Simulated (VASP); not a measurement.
# TePb (F-43m) in VASP: notebook, part 2 of 3

VASP 6.6.1.

### Step 3. Single point, r2SCAN

This run uses another cell than the first one, of 48.29 Å³/atom.

The input, POSCAR:

```
TePb
1.0
    0.0000000000      3.6414940527      3.6414940527
    3.6414940527      0.0000000000      3.6414940527
    3.6414940527      3.6414940527      0.0000000000
Pb Te
1 1
Direct
    0.0000000000      0.0000000000      0.0000000000
    0.2500000000      0.2500000000      0.2500000000
```

The input, INCAR.step1:

```
SYSTEM = TePb
  PREC = Accurate
  ENCUT = 520
  ISMEAR = 0
  SIGMA = 0.01
  LREAL = .False.
  LASPH = .True.
  NELM = 60
  NBANDS = 17
  GGA = PE
  ALGO = Normal
  EDIFF = 1E-4
  LWAVE = .True.
  LCHARG = .False.
```

The input, INCAR.step2:

```
SYSTEM = TePb
  PREC = Accurate
  ENCUT = 520
  EDIFF = 1E-6
  ISMEAR = 0
  SIGMA = 0.01
  LREAL = .False.
  LASPH = .True.
  NELM = 60
  ALGO = Normal
  ISIF = 2
  LWAVE = .False.
  LCHARG = .True.
  METAGGA = R2SCAN
  LMIXTAU = .True.
  LELF = .True.
  LVHAR = .True.
  NBANDS = 17
  ISTART = 1
```

The input, KPOINTS:

```
Automatic mesh
0
Gamma
  6 6 6
  0 0 0
```

Potentials or basis: VASP PAW PBE potentials, release 64 (Pb_d, Te).

Launch:

```sh
cat potpaw_PBE.64/Pb_d/POTCAR potpaw_PBE.64/Te/POTCAR > POTCAR
cp INCAR.step1 INCAR
mpirun -np 1 vasp_std > vasp.out
cp INCAR.step2 INCAR
mpirun -np 1 vasp_std > vasp.out
```

OUTCAR:

```text
SYSTEM = TePb
   PREC = Accurate
   ENCUT = 520
   EDIFF = 1E-6
   ISMEAR = 0
   LREAL = .False.
   LASPH = .True.
   NELM = 60
   ISIF = 2
   METAGGA = R2SCAN
   ISTART = 1

 ion  position               nearest neighbor table
   1  0.000  0.000  0.000-   2 3.15   2 3.15   2 3.15   2 3.15
   2  0.250  0.250  0.250-   1 3.15   1 3.15   1 3.15   1 3.15

  LATTYP: Found a face centered cubic cell.
 ALAT       =     7.2829881054

  Lattice vectors:

 A1 = (   0.0000000000,   3.6414940527,   3.6414940527)
 A2 = (   3.6414940527,   0.0000000000,   3.6414940527)
 A3 = (   3.6414940527,   3.6414940527,   0.0000000000)

Analysis of symmetry for initial positions (statically):
=====================================================================
 Subroutine PRICEL returns:
 Original cell was already a primitive cell.

 Routine SETGRP: Setting up the symmetry group for a
 face centered cubic supercell.

 Subroutine GETGRP returns: Found 24 space group operations
 (whereof 24 operations were pure point group operations)
 out of a pool of 48 trial point group operations.

The static configuration has the point symmetry T_d .

Analysis of symmetry for dynamics (positions and initial velocities):
=====================================================================
 Subroutine PRICEL returns:
 Original cell was already a primitive cell.

 Routine SETGRP: Setting up the symmetry group for a
 face centered cubic supercell.

 Subroutine GETGRP returns: Found 24 space group operations
 (whereof 24 operations were pure point group operations)
 out of a pool of 48 trial point group operations.

The dynamic configuration has the point symmetry T_d .

 Subroutine INISYM returns: Found 24 space group operations
 (whereof 24 operations are pure point group operations),
 and found     1 'primitive' translations

[... 102 lines left out ...]
   IALGO  =     38    algorithm
   IMIX   =      4    mixing-type and parameters
     AMIX     =   0.40;   BMIX     =  1.00
     AMIX_MAG =   1.60;   BMIX_MAG =  1.00
  volume/ion in A,a.u.               =      48.29       325.86
  Fermi-wavevector in a.u.,A,eV,Ry     =   0.968565  1.830322 12.763860  0.938117
  Thomas-Fermi vector in A             =   2.098544
   LORBIT       =      0    0 simple, 1 ext, 2 COOP (PROOUT), +10 PAW based schemes
   METAGGA = R2SCAN    functional components
   LHFCALC =     F    Hartree Fock is set to
   AEXX    =    0.0000 exact exchange contribution
   IVDW    =     0    specifies the selected vdW correction
   LEPSILON=     F    determine dielectric tensor
   LRPA    =     F    only Hartree local field effects (RPA)
 non-spin polarized calculation
 Gauss-broadening in eV      SIGMA  =   0.01
  energy-cutoff  :      520.00
  volume of cell :       96.58
 maximum number of plane-waves:      2637
 NGX is ok and might be reduce to    40
   NGX = 19   NGY = 19   NGZ = 19

 number of electron      20.0000000 magnetization

 Free energy of the ion-electron system (eV)
  ---------------------------------------------------
  ext. energy  EPLUGINS =         0.00000000
  ---------------------------------------------------
  free energy    TOTEN  =       -82.21294914 eV

  energy without entropy =      -82.21294914  energy(sigma->0) =      -82.21294914

 E-fermi :   2.5295     XC(G=0):  -7.9334

 val. band max:        2.4719259195   @ k =  -0.3333   0.5000   0.1667
 cond. band min:       3.3781561903   @ k =   0.5000   0.5000   0.0000
 fundamental gap:      0.9062302708
 Fermi energy:         2.5295007417

 k-point     1 :       0.0000    0.0000    0.0000
  band No.  band energies     occupation
      1     -14.9350      2.00000
      2     -14.9350      2.00000
      3     -14.9350      2.00000
      4     -14.9065      2.00000
      5     -14.9065      2.00000
      6      -9.2071      2.00000
[... 297 lines left out ...]
      4     -14.9085      2.00000
      5     -14.9045      2.00000
      6      -8.0566      2.00000
[... 9 lines left out ...]
     16      11.2521      0.00000
     17      11.5286      0.00000

------------------------ aborting loop because EDIFF is reached ----------------------------------------

  FORCE on cell =-STRESS in cart. coord.  units (eV):
  Direction    XX          YY          ZZ          XY          YZ          ZX
  --------------------------------------------------------------------------------------
  -------------------------------------------------------------------------------------
  Total        0.0055320      0.0055320      0.0055320      0.0000000      0.0000000      0.0000000
  in kB        0.0917752      0.0917752      0.0917752      0.0000000      0.0000000      0.0000000
  external PRESSURE =       0.0917752 kB  Pullay stress =       0.0000000 kB

 VOLUME and BASIS-vectors are now :
 -----------------------------------------------------------------------------
  energy-cutoff  :      520.00
  volume of cell :       96.58
      direct lattice vectors                 reciprocal lattice vectors
     0.000000000  3.641494053  3.641494053    -0.137306279  0.137306279  0.137306279
     3.641494053  0.000000000  3.641494053     0.137306279 -0.137306279  0.137306279
     3.641494053  3.641494053  0.000000000     0.137306279  0.137306279 -0.137306279

 POSITION                                       TOTAL-FORCE (eV/Angst)
 -----------------------------------------------------------------------------------
      0.00000      0.00000      0.00000         0.000000     -0.000000      0.000000
      1.82075      1.82075      1.82075        -0.000000      0.000000     -0.000000
 -----------------------------------------------------------------------------------
    total drift:                                0.000000      0.000000      0.000000

  FREE ENERGIE OF THE ION-ELECTRON SYSTEM (eV)
  ---------------------------------------------------
  free  energy   TOTEN  =       -82.2129491390 eV

  energy  without entropy=      -82.2129491390  energy(sigma->0) =      -82.21294914
```

OUTCAR.step1:

```text
SYSTEM = TePb
   PREC = Accurate
   ENCUT = 520
   ISMEAR = 0
   LREAL = .False.
   LASPH = .True.
[... 531 lines left out ...]
      0.00000      0.00000      0.00000        -0.000000     -0.000000     -0.000000
      1.82075      1.82075      1.82075         0.000000      0.000000      0.000000
 -----------------------------------------------------------------------------------
    total drift:                                0.000000      0.000000      0.000000

  FREE ENERGIE OF THE ION-ELECTRON SYSTEM (eV)
  ---------------------------------------------------
  free  energy   TOTEN  =        -7.1428352130 eV

  energy  without entropy=       -7.1428352130  energy(sigma->0) =       -7.14283521
```

OSZICAR.step1:

```text
N       E                     dE             d eps       ncg     rms          rms(c)
DAV:   1     0.155299036622E+03    0.15530E+03   -0.86770E+03   544   0.104E+03
DAV:   2     0.436341144643E+01   -0.15094E+03   -0.14639E+03   570   0.277E+02
DAV:   3    -0.702628628864E+01   -0.11390E+02   -0.11346E+02   753   0.847E+01
DAV:   4    -0.734673381476E+01   -0.32045E+00   -0.32034E+00   655   0.177E+01
DAV:   5    -0.735830267896E+01   -0.11569E-01   -0.11569E-01   776   0.275E+00    0.339E+00
DAV:   6    -0.714361517943E+01    0.21469E+00   -0.52315E-01   748   0.392E+00    0.210E+00
DAV:   7    -0.713795722964E+01    0.56579E-02   -0.12030E-01   579   0.135E+00    0.101E+00
DAV:   8    -0.714192679437E+01   -0.39696E-02   -0.13730E-02   614   0.101E+00    0.204E-01
DAV:   9    -0.714233406991E+01   -0.40728E-03   -0.31584E-03   610   0.411E-01    0.670E-02
DAV:  10    -0.714268937313E+01   -0.35530E-03   -0.64583E-04   598   0.134E-01    0.404E-02
DAV:  11    -0.714283207415E+01   -0.14270E-03   -0.22542E-04   553   0.680E-02    0.280E-02
DAV:  12    -0.714283521299E+01   -0.31388E-05   -0.77240E-06   474   0.235E-02
   1 F= -.71428352E+01 E0= -.71428352E+01  d E =-.847788E-17
```

Run time: 73 s. Hardware: 1 thread of Intel Xeon Platinum 8488C (Sapphire Rapids), shared host; peak memory 0.27 GiB.

What came out:

| Quantity | Value |
| --- | --- |
| Free energy | -82.2129 eV |
| Pressure | 0.0 GPa |
| Band gap on the k mesh | 0.91 eV (least direct gap 1.37 eV) |

Caveat: the PAW data sets were made with another functional, which shifts forces and pressure a little; spin-orbit coupling is left out, which moves the levels of the heavy elements. A k mesh can miss the band edges.

### Step 4. Single point, r2SCAN

This run uses another cell than the first one, of 48.29 Å³/atom.

POSCAR is that of step 3.

The input, INCAR.step1:

```
PREC = Accurate ; ENCUT = 520
ISMEAR = 0 ; SIGMA = 0.01
LREAL = False ; LASPH = True
NELM = 60 ; NBANDS = 17
GGA = PE ; ALGO = Normal
EDIFF = 1E-4 ; LWAVE = True
LCHARG = False
```

The input, INCAR.step2:

```
PREC = Accurate ; ENCUT = 520
EDIFF = 1E-6 ; ISMEAR = 0
SIGMA = 0.01 ; LREAL = False
LASPH = True ; NELM = 60
ALGO = Normal ; ISIF = 2
LWAVE = False ; LCHARG = False
METAGGA = R2SCAN ; LMIXTAU = True
NBANDS = 17 ; ISTART = 1
```

The input, KPOINTS:

```
regular mesh
0
Gamma
  6 6 6
```

Launch:

```sh
cat potpaw_PBE.64/Pb_d/POTCAR potpaw_PBE.64/Te/POTCAR > POTCAR
cp INCAR.step1 INCAR
mpirun -np 1 vasp_std > vasp.out
cp INCAR.step2 INCAR
mpirun -np 1 vasp_std > vasp.out
```

It took 72 s on 1 thread of Intel Xeon Platinum 8488C (Sapphire Rapids), shared host; peak memory 0.27 GiB.

It converged, with:

```
Free energy            : -82.2129 eV
Pressure               : 0.0 GPa
Band gap on the k mesh : 0.91 eV (least direct gap 1.37 eV)
```

Levels at points of the mesh, in eV from the valence-band top:
```
           k point  band 8  band 9  band 10  band 11  band 12  band 13
(0.00, 0.00, 0.00)   -1.40   -1.40    -1.40     1.87     1.87     1.87
(0.50, 0.00, 0.00)   -1.97   -1.97    -1.81     2.71     2.71     4.16
(0.50, 0.50, 0.00)   -2.66   -2.66    -0.46     0.91     4.88     4.88
```

Caveat: the PAW data sets were made with another functional, which shifts forces and pressure a little; spin-orbit coupling is left out, which moves the levels of the heavy elements. A k mesh can miss the band edges.

### Step 5. Single point, r2SCAN (49.74 Å³/atom)

This run uses another cell than the first one, of 49.74 Å³/atom.

The input, POSCAR:

```
TePb
1.0
    0.0000000000      3.6775507942      3.6775507942
    3.6775507942      0.0000000000      3.6775507942
    3.6775507942      3.6775507942      0.0000000000
Pb Te
1 1
Direct
    0.0000000000      0.0000000000      0.0000000000
    0.2500000000      0.2500000000      0.2500000000
```

The input, INCAR.step1:

```
SYSTEM = TePb
PREC = Accurate
ENCUT = 520
ISMEAR = 0
SIGMA = 0.01
LREAL = .False.
LASPH = .True.
NELM = 60
NBANDS = 17
GGA = PE
ALGO = Normal
EDIFF = 1E-4
LWAVE = .True.
LCHARG = .False.
```

The input, INCAR.step2:

```
SYSTEM = TePb
PREC = Accurate
ENCUT = 520
EDIFF = 1E-7
ISMEAR = 0
SIGMA = 0.01
LREAL = .False.
LASPH = .True.
NELM = 60
ALGO = Normal
ISIF = 2
LWAVE = .False.
LCHARG = .False.
METAGGA = R2SCAN
LMIXTAU = .True.
NBANDS = 17
ISTART = 1
```

The input, KPOINTS:

```
Automatic mesh
0
Gamma
  6 6 6
  0 0 0
```

Launch:

```sh
cat potpaw_PBE.64/Pb_d/POTCAR potpaw_PBE.64/Te/POTCAR > POTCAR
cp INCAR.step1 INCAR
mpirun -np 1 vasp_std > vasp.out
cp INCAR.step2 INCAR
mpirun -np 1 vasp_std > vasp.out
```

Wall time 72 s (1 thread of Intel Xeon Platinum 8488C (Sapphire Rapids), shared host); peak memory 0.27 GiB.

The run converged. Its results:

```yaml
Free_energy: -82.2067 eV
Pressure: -0.7 GPa
Band_gap_on_the_k_mesh: 0.96 eV (least direct gap 1.40 eV)
```

Levels at points of the mesh, in eV from the valence-band top:
| k point | band 6 | band 7 | band 8 | band 9 | band 10 | band 11 | band 12 | band 13 | band 14 | band 15 |
| --- | --- | --- | --- | --- | --- | --- | --- | --- | --- | --- |
| (0.00, 0.00, 0.00) | -11.51 | -6.22 | -1.33 | -1.33 | -1.33 | 1.90 | 1.90 | 1.90 | 4.44 | 7.64 |
| (0.50, 0.00, 0.00) | -10.79 | -7.87 | -1.87 | -1.87 | -1.74 | 2.71 | 2.71 | 4.06 | 6.19 | 7.18 |
| (0.50, 0.50, 0.00) | -10.43 | -8.39 | -2.53 | -2.53 | -0.43 | 0.96 | 4.77 | 4.77 | 6.11 | 7.33 |

Caveat: the PAW data sets were made with another functional, which shifts forces and pressure a little; spin-orbit coupling is left out, which moves the levels of the heavy elements. A k mesh can miss the band edges.

(Continued in part 3 of 3.)
